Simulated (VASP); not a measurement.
# BeSnSb2 (P-4m2) in VASP: further runs

Aim: see how the results for BeSnSb2 move with the level of theory and the settings. Levels: PBE, r2SCAN. Tasks: single point.

Program: VASP 6.6.1. These are calculated values, not measurements. Logs are shortened: lines on timing, memory, paths and dates and some standing lists are left out, and cuts for length are marked.

### 1 The cell of the first run

Symmetry: P-4m2, No. 115, tetragonal system. Conventional cell: a = 4.326 Å, b = 4.326 Å, c = 6.062 Å, α = 90.00°, β = 90.00°, γ = 90.00°. Within 3.3 Å of Be (site symmetry -4m2) lie 4 Sb at 2.49 Å. Within 3.3 Å of Sb (site symmetry 2mm) lie 2 Be at 2.49 Å and 2 Sn at 2.81 Å. Within 3.7 Å of Sn (site symmetry -4m2) lie 4 Sb at 2.81 Å.

### 2 Single point, PBE

INCAR reads:

```
SYSTEM = BeSnSb2
  PREC = Accurate
  ENCUT = 520
  EDIFF = 1E-6
  ISMEAR = -1
  SIGMA = 0.02
  LREAL = .False.
  LASPH = .True.
  NELM = 80
  ALGO = Normal
  ISIF = 2
  LWAVE = .False.
  LCHARG = .True.
  GGA = PE
  LELF = .True.
  LVHAR = .True.
  NBANDS = 21
```

KPOINTS reads:

```
Automatic mesh
0
Gamma
  4 4 4
  0 0 0
```

POSCAR reads:

```
BeSnSb2
1.0
    4.3263947177      0.0000000000      0.0000000000
    0.0000000000      4.3263947177      0.0000000000
    0.0000000000      0.0000000000      6.0624185569
Be Sb Sn
1 2 1
Direct
    0.0000000000      0.0000000000      0.0000000000
    0.0000000000      0.5000000000      0.2035949253
    0.5000000000      0.0000000000      0.7964050747
    0.5000000000      0.5000000000      0.5000000000
```

Potentials or basis: VASP PAW PBE potentials, release 64 (Be, Sb, Sn_d).

Run with:

```
> cat potpaw_PBE.64/Be/POTCAR potpaw_PBE.64/Sb/POTCAR potpaw_PBE.64/Sn_d/POTCAR > POTCAR
> mpirun -np 1 vasp_std > vasp.out
```

OUTCAR:

```text
SYSTEM = BeSnSb2
   PREC = Accurate
   ENCUT = 520
   EDIFF = 1E-6
   ISMEAR = -1
   LREAL = .False.
   LASPH = .True.
   NELM = 80
   ISIF = 2
   GGA = PE

 ion  position               nearest neighbor table
   1  0.000  0.000  0.000-   2 2.49   3 2.49   2 2.49   3 2.49
   2  0.000  0.500  0.204-   1 2.49   1 2.49   4 2.81   4 2.81
   3  0.500  0.000  0.796-   1 2.49   1 2.49   4 2.81   4 2.81
   4  0.500  0.500  0.500-   2 2.81   3 2.81   3 2.81   2 2.81

  LATTYP: Found a simple tetragonal cell.
 ALAT       =     4.3263947177
 C/A-ratio  =     1.4012633965

  Lattice vectors:

 A1 = (   4.3263947177,   0.0000000000,   0.0000000000)
 A2 = (   0.0000000000,   4.3263947177,   0.0000000000)
 A3 = (   0.0000000000,   0.0000000000,   6.0624185569)

Analysis of symmetry for initial positions (statically):
=====================================================================
 Subroutine PRICEL returns:
 Original cell was already a primitive cell.

 Routine SETGRP: Setting up the symmetry group for a
 simple tetragonal supercell.

 Subroutine GETGRP returns: Found  8 space group operations
 (whereof  8 operations were pure point group operations)
 out of a pool of 16 trial point group operations.

The static configuration has the point symmetry D_2d.

Analysis of symmetry for dynamics (positions and initial velocities):
=====================================================================
 Subroutine PRICEL returns:
 Original cell was already a primitive cell.

 Routine SETGRP: Setting up the symmetry group for a
 simple tetragonal supercell.

 Subroutine GETGRP returns: Found  8 space group operations
 (whereof  8 operations were pure point group operations)
 out of a pool of 16 trial point group operations.

The dynamic configuration has the point symmetry D_2d.

 Subroutine INISYM returns: Found  8 space group operations
 (whereof  8 operations are pure point group operations),
 and found     1 'primitive' translations

----------------------------------------------------------------------------------------

                                     Primitive cell

  volume of cell :     113.4745

  direct lattice vectors                    reciprocal lattice vectors
     4.326394718  0.000000000  0.000000000     0.231139335  0.000000000  0.000000000
     0.000000000  4.326394718  0.000000000     0.000000000  0.231139335  0.000000000
     0.000000000  0.000000000  6.062418557     0.000000000  0.000000000  0.164950670

  length of vectors
[... 79 lines left out ...]
   EDIFF  = 0.1E-05   stopping-criterion for ELM
   LREAL  =      F    real-space projection
   EDIFFG = 0.1E-04   stopping-criterion for IOM
   NSW    =      0    number of steps for IOM
   IBRION =     -1    ionic relax: 0-MD 1-quasi-New 2-CG
   NFREE  =      0    steps in history (QN), initial steepest desc. (CG)
   ISIF   =      2    stress and relaxation
   ISYM   =      2    0-nonsym 1-usesym 2-fastsym
   POTIM  = 0.5000    time-step for ionic-motion
   TEBEG  =    0.0;   TEEND  =   0.0 temperature during run
   PSTRESS=    0.0 pullay stress
   NELECT =      26.0000    total number of electrons
   NUPDOWN=      -1.0000    fix difference up-down
   EMIN   =  10.00;   EMAX   =-10.00  energy-range for DOS
   EFERMI =   0.00;   METHOD = LEGACY
   ISMEAR =    -1;   SIGMA  =   0.02  broadening in eV -4-tet -1-fermi 0-gaus
   EFERMI_NEDOS =   21; number of points for ismear=-14 and -15
   IALGO  =     38    algorithm
   IMIX   =      4    mixing-type and parameters
     AMIX     =   0.40;   BMIX     =  1.00
     AMIX_MAG =   1.60;   BMIX_MAG =  1.00
  volume/ion in A,a.u.               =      28.37       191.44
  Fermi-wavevector in a.u.,A,eV,Ry     =   1.001767  1.893064 13.653941  1.003536
  Thomas-Fermi vector in A             =   2.134210
   LORBIT       =      0    0 simple, 1 ext, 2 COOP (PROOUT), +10 PAW based schemes
   GGA     = PE    functional components
   LHFCALC =     F    Hartree Fock is set to
   AEXX    =    0.0000 exact exchange contribution
   IVDW    =     0    specifies the selected vdW correction
   LEPSILON=     F    determine dielectric tensor
   LRPA    =     F    only Hartree local field effects (RPA)
 non-spin polarized calculation
  energy-cutoff  :      520.00
  volume of cell :      113.47
 maximum number of plane-waves:      3096
   NGX = 17   NGY = 17   NGZ = 23

 number of electron      26.0000006 magnetization

 Free energy of the ion-electron system (eV)
  ---------------------------------------------------
  ext. energy  EPLUGINS =         0.00000000
  ---------------------------------------------------
  free energy    TOTEN  =       -15.65466073 eV

  energy without entropy =      -15.65378801  energy(sigma->0) =      -15.65422437

 E-fermi :   5.3256     XC(G=0):  -8.9009

 val. band max:        5.3256060733   @ k =   0.5000   0.0000   0.5000
 cond. band min:       5.5102500567   @ k =   0.0000   0.0000   0.0000
 fundamental gap:      0.1846439834
 Fermi energy:         5.3256321769

 k-point     1 :       0.0000    0.0000    0.0000
  band No.  band energies     occupation
      1     -16.1895      2.00000
      2     -16.1783      2.00000
      3     -16.1783      2.00000
      4     -16.1543      2.00000
      5     -16.1441      2.00000
      6      -5.9012      2.00000
[... 421 lines left out ...]
     20      10.5179      0.00000
     21      11.4006      0.00000

------------------------ aborting loop because EDIFF is reached ----------------------------------------

  FORCE on cell =-STRESS in cart. coord.  units (eV):
  Direction    XX          YY          ZZ          XY          YZ          ZX
  --------------------------------------------------------------------------------------
  -------------------------------------------------------------------------------------
  Total        0.9179512      0.9179512      0.8692193      0.0000000      0.0000000      0.0000000
  in kB       12.9608049     12.9608049     12.2727464      0.0000000      0.0000000      0.0000000
  external PRESSURE =      12.7314521 kB  Pullay stress =       0.0000000 kB

 VOLUME and BASIS-vectors are now :
 -----------------------------------------------------------------------------
  energy-cutoff  :      520.00
  volume of cell :      113.47
      direct lattice vectors                 reciprocal lattice vectors
     4.326394718  0.000000000  0.000000000     0.231139335  0.000000000  0.000000000
     0.000000000  4.326394718  0.000000000     0.000000000  0.231139335  0.000000000
     0.000000000  0.000000000  6.062418557     0.000000000  0.000000000  0.164950670

 POSITION                                       TOTAL-FORCE (eV/Angst)
 -----------------------------------------------------------------------------------
      0.00000      0.00000      0.00000        -0.000000     -0.000000      0.000000
      0.00000      2.16320      1.23428         0.000000     -0.000000     -0.289413
      2.16320      0.00000      4.82814        -0.000000     -0.000000      0.289413
      2.16320      2.16320      3.03121        -0.000000      0.000000      0.000000
 -----------------------------------------------------------------------------------
    total drift:                                0.000000      0.000000     -0.000000

  FREE ENERGIE OF THE ION-ELECTRON SYSTEM (eV)
  ---------------------------------------------------
  free  energy   TOTEN  =       -15.6546607252 eV

  energy  without entropy=      -15.6537880064  energy(sigma->0) =      -15.65422437
```

Wall time 16 s (1 thread of Intel Xeon 6975P-C (Granite Rapids), shared host); peak memory 0.23 GiB.

What came out:

| Item | Value |
| --- | --- |
| Free energy | -15.6547 eV |
| Pressure | 1.3 GPa |
| Largest force | 0.289 eV/Å |
| Band gap on the k mesh | zero (band 13 reaches 5.51 eV, above the bottom of band 14 at 5.08 eV) |

Forces in eV/Å, atoms in the order of the input:
```
Be   0.000  0.000  0.000
Sb   0.000  0.000 -0.289
Sb   0.000  0.000  0.289
Sn   0.000  0.000  0.000
```

Caveat: the k points lie up to 0.36 Å⁻¹ apart; spin-orbit coupling is left out, which moves the levels of the heavy elements.

### 3 Single point, PBE

INCAR reads:

```
ALGO = Normal
EDIFF = 1E-6
ENCUT = 520
GGA = PE
ISIF = 2
ISMEAR = -1
LASPH = T
LCHARG = F
LREAL = F
LWAVE = F
NBANDS = 21
NELM = 100
PREC = Accurate
SIGMA = 0.02
```

KPOINTS reads:

```
k-points
0
Gamma
  4 4 4
```

POSCAR is that of step 2.

Potentials or basis: VASP PAW PBE potentials, release 64 (Be, Sb, Sn_d).

Run with:

```
> cat potpaw_PBE.64/Be/POTCAR potpaw_PBE.64/Sb/POTCAR potpaw_PBE.64/Sn_d/POTCAR > POTCAR
> mpirun -np 1 vasp_std > vasp.out
```

OUTCAR:

```text
EDIFF = 1E-6
   ENCUT = 520
   GGA = PE
   ISIF = 2
   ISMEAR = -1
   LASPH = T
   LREAL = F
   NELM = 100
   PREC = Accurate

 ion  position               nearest neighbor table
   1  0.000  0.000  0.000-   2 2.49   3 2.49   2 2.49   3 2.49
   2  0.000  0.500  0.204-   1 2.49   1 2.49   4 2.81   4 2.81
   3  0.500  0.000  0.796-   1 2.49   1 2.49   4 2.81   4 2.81
   4  0.500  0.500  0.500-   2 2.81   3 2.81   3 2.81   2 2.81

  LATTYP: Found a simple tetragonal cell.
[... 620 lines left out ...]
  FORCE on cell =-STRESS in cart. coord.  units (eV):
  Direction    XX          YY          ZZ          XY          YZ          ZX
  --------------------------------------------------------------------------------------
  -------------------------------------------------------------------------------------
  Total        0.9179512      0.9179512      0.8692193      0.0000000      0.0000000      0.0000000
  in kB       12.9608049     12.9608049     12.2727464      0.0000000      0.0000000      0.0000000
  external PRESSURE =      12.7314521 kB  Pullay stress =       0.0000000 kB

 VOLUME and BASIS-vectors are now :
 -----------------------------------------------------------------------------
  energy-cutoff  :      520.00
  volume of cell :      113.47
      direct lattice vectors                 reciprocal lattice vectors
     4.326394718  0.000000000  0.000000000     0.231139335  0.000000000  0.000000000
     0.000000000  4.326394718  0.000000000     0.000000000  0.231139335  0.000000000
     0.000000000  0.000000000  6.062418557     0.000000000  0.000000000  0.164950670

 POSITION                                       TOTAL-FORCE (eV/Angst)
 -----------------------------------------------------------------------------------
      0.00000      0.00000      0.00000        -0.000000     -0.000000      0.000000
      0.00000      2.16320      1.23428         0.000000     -0.000000     -0.289413
      2.16320      0.00000      4.82814        -0.000000     -0.000000      0.289413
      2.16320      2.16320      3.03121        -0.000000      0.000000      0.000000
 -----------------------------------------------------------------------------------
    total drift:                                0.000000      0.000000     -0.000000

  FREE ENERGIE OF THE ION-ELECTRON SYSTEM (eV)
  ---------------------------------------------------
  free  energy   TOTEN  =       -15.6546607252 eV

  energy  without entropy=      -15.6537880064  energy(sigma->0) =      -15.65422437
```

stdout:

```text
POSCAR found type information on POSCAR BeSbSn
 POSCAR found :  3 types and       4 ions
 scaLAPACK will be used
 LDA part: xc-table for (Slater+PW92), standard interpolation
 POSCAR, INCAR and KPOINTS ok, starting setup
 FFT: planning ... GRIDC
 FFT: planning ... GRID_SOFT
 FFT: planning ... GRID
 WAVECAR not read
 entering main loop
```

Run time: 17 s. Hardware: 1 thread of Intel Xeon 6975P-C (Granite Rapids), shared host; peak memory 0.23 GiB.

What came out:

| Property | Result |
| --- | --- |
| Free energy | -15.6547 eV |
| Pressure | 1.3 GPa |
| Largest force | 0.289 eV/Å |
| Band gap on the k mesh | zero (band 13 reaches 5.51 eV, above the bottom of band 14 at 5.08 eV) |

Forces in eV/Å, atoms in the order of the input:
```
Be   0.000  0.000  0.000
Sb   0.000  0.000 -0.289
Sb   0.000  0.000  0.289
Sn   0.000  0.000  0.000
```

Caveat: the k points lie up to 0.36 Å⁻¹ apart; spin-orbit coupling is left out, which moves the levels of the heavy elements.

### 4 Single point, r2SCAN

POSCAR is that of step 3.

INCAR.step1 reads:

```
PREC = Accurate
ENCUT = 520
ISMEAR = -1
SIGMA = 0.02
LREAL = False
LASPH = True
NELM = 80
NBANDS = 21
GGA = PE
ALGO = Normal
EDIFF = 1E-4
LWAVE = True
LCHARG = False
```

INCAR.step2 reads:

```
PREC = Accurate
ENCUT = 520
EDIFF = 1E-6
ISMEAR = -1
SIGMA = 0.02
LREAL = False
LASPH = True
NELM = 80
ALGO = Normal
ISIF = 2
LWAVE = False
LCHARG = False
METAGGA = R2SCAN
LMIXTAU = True
NBANDS = 21
ISTART = 1
```

KPOINTS reads:

```
regular mesh
0
Gamma
  4 4 4
```

Potentials or basis: VASP PAW PBE potentials, release 64 (Be, Sb, Sn_d).

Run with:

```
> cat potpaw_PBE.64/Be/POTCAR potpaw_PBE.64/Sb/POTCAR potpaw_PBE.64/Sn_d/POTCAR > POTCAR
> cp INCAR.step1 INCAR
> mpirun -np 1 vasp_std > vasp.out
> cp INCAR.step2 INCAR
> mpirun -np 1 vasp_std > vasp.out
```

OUTCAR:

```text
PREC = Accurate
   ENCUT = 520
   EDIFF = 1E-6
   ISMEAR = -1
   LREAL = False
   LASPH = True
   NELM = 80
   ISIF = 2
   METAGGA = R2SCAN
   ISTART = 1

 ion  position               nearest neighbor table
   1  0.000  0.000  0.000-   2 2.49   3 2.49   2 2.49   3 2.49
   2  0.000  0.500  0.204-   1 2.49   1 2.49   4 2.81   4 2.81
   3  0.500  0.000  0.796-   1 2.49   1 2.49   4 2.81   4 2.81
   4  0.500  0.500  0.500-   2 2.81   3 2.81   3 2.81   2 2.81

  LATTYP: Found a simple tetragonal cell.
 ALAT       =     4.3263947177
 C/A-ratio  =     1.4012633965

  Lattice vectors:

 A1 = (   4.3263947177,   0.0000000000,   0.0000000000)
 A2 = (   0.0000000000,   4.3263947177,   0.0000000000)
 A3 = (   0.0000000000,   0.0000000000,   6.0624185569)

Analysis of symmetry for initial positions (statically):
=====================================================================
 Subroutine PRICEL returns:
 Original cell was already a primitive cell.

 Routine SETGRP: Setting up the symmetry group for a
 simple tetragonal supercell.

 Subroutine GETGRP returns: Found  8 space group operations
 (whereof  8 operations were pure point group operations)
 out of a pool of 16 trial point group operations.

The static configuration has the point symmetry D_2d.

Analysis of symmetry for dynamics (positions and initial velocities):
=====================================================================
 Subroutine PRICEL returns:
 Original cell was already a primitive cell.

 Routine SETGRP: Setting up the symmetry group for a
 simple tetragonal supercell.

 Subroutine GETGRP returns: Found  8 space group operations
 (whereof  8 operations were pure point group operations)
 out of a pool of 16 trial point group operations.

The dynamic configuration has the point symmetry D_2d.
[... 109 lines left out ...]
   EMIN   =  10.00;   EMAX   =-10.00  energy-range for DOS
   EFERMI =   0.00;   METHOD = LEGACY
   ISMEAR =    -1;   SIGMA  =   0.02  broadening in eV -4-tet -1-fermi 0-gaus
   EFERMI_NEDOS =   21; number of points for ismear=-14 and -15
   IALGO  =     38    algorithm
   IMIX   =      4    mixing-type and parameters
     AMIX     =   0.40;   BMIX     =  1.00
     AMIX_MAG =   1.60;   BMIX_MAG =  1.00
  volume/ion in A,a.u.               =      28.37       191.44
  Fermi-wavevector in a.u.,A,eV,Ry     =   1.001767  1.893064 13.653941  1.003536
  Thomas-Fermi vector in A             =   2.134210
   LORBIT       =      0    0 simple, 1 ext, 2 COOP (PROOUT), +10 PAW based schemes
   METAGGA = R2SCAN    functional components
   LHFCALC =     F    Hartree Fock is set to
   AEXX    =    0.0000 exact exchange contribution
   IVDW    =     0    specifies the selected vdW correction
   LEPSILON=     F    determine dielectric tensor
   LRPA    =     F    only Hartree local field effects (RPA)
 non-spin polarized calculation
  energy-cutoff  :      520.00
  volume of cell :      113.47
 maximum number of plane-waves:      3096
   NGX = 17   NGY = 17   NGZ = 23

 number of electron      26.0000006 magnetization

 Free energy of the ion-electron system (eV)
  ---------------------------------------------------
  ext. energy  EPLUGINS =         0.00000000
  ---------------------------------------------------
  free energy    TOTEN  =       -80.46830532 eV

  energy without entropy =      -80.46720212  energy(sigma->0) =      -80.46775372

 E-fermi :   5.3770     XC(G=0):  -9.4244

 val. band max:        5.1049561532   @ k =   0.5000   0.5000   0.0000
 cond. band min:       5.3809002584   @ k =   0.0000   0.0000   0.0000
 fundamental gap:      0.2759441052
 Fermi energy:         5.3770069368

 k-point     1 :       0.0000    0.0000    0.0000
  band No.  band energies     occupation
      1     -16.9895      2.00000
      2     -16.9793      2.00000
      3     -16.9793      2.00000
      4     -16.9474      2.00000
      5     -16.9335      2.00000
      6      -6.5142      2.00000
[... 421 lines left out ...]
     20      10.8021      0.00000
     21      11.6692      0.00000

------------------------ aborting loop because EDIFF is reached ----------------------------------------

  FORCE on cell =-STRESS in cart. coord.  units (eV):
  Direction    XX          YY          ZZ          XY          YZ          ZX
  --------------------------------------------------------------------------------------
  -------------------------------------------------------------------------------------
  Total        0.2310714      0.2310714     -0.0786870      0.0000000      0.0000000      0.0000000
  in kB        3.2625602      3.2625602     -1.1110034      0.0000000      0.0000000      0.0000000
  external PRESSURE =       1.8047056 kB  Pullay stress =       0.0000000 kB

 VOLUME and BASIS-vectors are now :
 -----------------------------------------------------------------------------
  energy-cutoff  :      520.00
  volume of cell :      113.47
      direct lattice vectors                 reciprocal lattice vectors
     4.326394718  0.000000000  0.000000000     0.231139335  0.000000000  0.000000000
     0.000000000  4.326394718  0.000000000     0.000000000  0.231139335  0.000000000
     0.000000000  0.000000000  6.062418557     0.000000000  0.000000000  0.164950670

 POSITION                                       TOTAL-FORCE (eV/Angst)
 -----------------------------------------------------------------------------------
      0.00000      0.00000      0.00000         0.000000      0.000000      0.000000
      0.00000      2.16320      1.23428         0.000000     -0.000000     -0.049168
      2.16320      0.00000      4.82814         0.000000      0.000000      0.049168
      2.16320      2.16320      3.03121        -0.000000      0.000000      0.000000
 -----------------------------------------------------------------------------------
    total drift:                                0.000000      0.000000     -0.000000

  FREE ENERGIE OF THE ION-ELECTRON SYSTEM (eV)
  ---------------------------------------------------
  free  energy   TOTEN  =       -80.4683053169 eV

  energy  without entropy=      -80.4672021186  energy(sigma->0) =      -80.46775372
```

It took 54 s on 1 thread of Intel Xeon 6975P-C (Granite Rapids), shared host; peak memory 0.24 GiB.

Results:

| Quantity | Value |
| --- | --- |
| Free energy | -80.4683 eV |
| Pressure | 0.2 GPa |
| Largest force | 0.049 eV/Å |
| Band gap on the k mesh | zero (band 13 reaches 5.38 eV, above the bottom of band 14 at 5.11 eV) |

Forces in eV/Å, atoms in the order of the input:
```
Be   0.000  0.000  0.000
Sb   0.000  0.000 -0.049
Sb   0.000  0.000  0.049
Sn   0.000  0.000  0.000
```

Levels at points of the mesh, in eV from the Fermi level:
```tsv
k point	band 11	band 12	band 13	band 14	band 15	band 16
(0.00, 0.00, 0.00)	-0.53	0.00	0.00	0.58	1.84	2.43
(0.50, 0.00, 0.00)	-2.96	-1.51	-1.34	2.11	2.96	3.83
(0.50, 0.50, 0.00)	-2.81	-2.81	-2.03	-0.27	1.13	1.13
(0.00, 0.00, 0.50)	-2.05	-1.69	-1.69	1.39	1.46	3.51
(0.50, 0.00, 0.50)	-1.38	-1.29	-0.85	0.06	2.25	2.99
(0.50, 0.50, 0.50)	-3.44	-3.44	-2.67	3.15	3.80	3.80
```

Caveat: the k points lie up to 0.36 Å⁻¹ apart; the PAW data sets were made with another functional, which shifts forces and pressure a little; spin-orbit coupling is left out, which moves the levels of the heavy elements.
